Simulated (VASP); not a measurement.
Input of a VASP 6.6.1 run:

The input INCAR:

```
ALGO = Normal ; EDIFF = 1E-7
ENCUT = 520 ; GGA = PE
ISIF = 2 ; ISMEAR = 0
LASPH = True ; LCHARG = True
LELF = True ; LREAL = False
LVHAR = True ; LWAVE = False
NBANDS = 24 ; NELM = 60
PREC = Accurate ; SIGMA = 0.02
```

Contents of KPOINTS:

```
k-points
0
Gamma
  9 9 6
```

The input POSCAR:

```
SrO
1.0
    3.5566281810      0.0000000000      0.0000000000
   -1.7783140905      3.0801303566      0.0000000000
    0.0000000000      0.0000000000      6.1298886860
Sr O
2 2
Direct
    0.3333333300      0.6666666700      0.2449934981
    0.6666666700      0.3333333300      0.7378618410
    0.0000000000      0.0000000000      0.0137278029
    0.0000000000      0.0000000000      0.5034168581
```

Potentials or basis: VASP PAW PBE potentials, release 64 (Sr_sv, O).

The run is started by

```console
$ cat potpaw_PBE.64/Sr_sv/POTCAR potpaw_PBE.64/O/POTCAR > POTCAR
$ mpirun -np 1 vasp_std > vasp.out
```

Question: Predict the pressure.

Answer: 3.7 GPa.

Question: Predict the largest force.

Answer: 0.654 eV/Å.

Forces in eV/Å, atoms in the order of the input:
```
Sr   0.000  0.000 -0.086
Sr   0.000  0.000  0.615
O    0.000  0.000 -0.654
O    0.000  0.000  0.125
```

Caveat: the cell differs from its parent crystal (strained and its atoms moved).
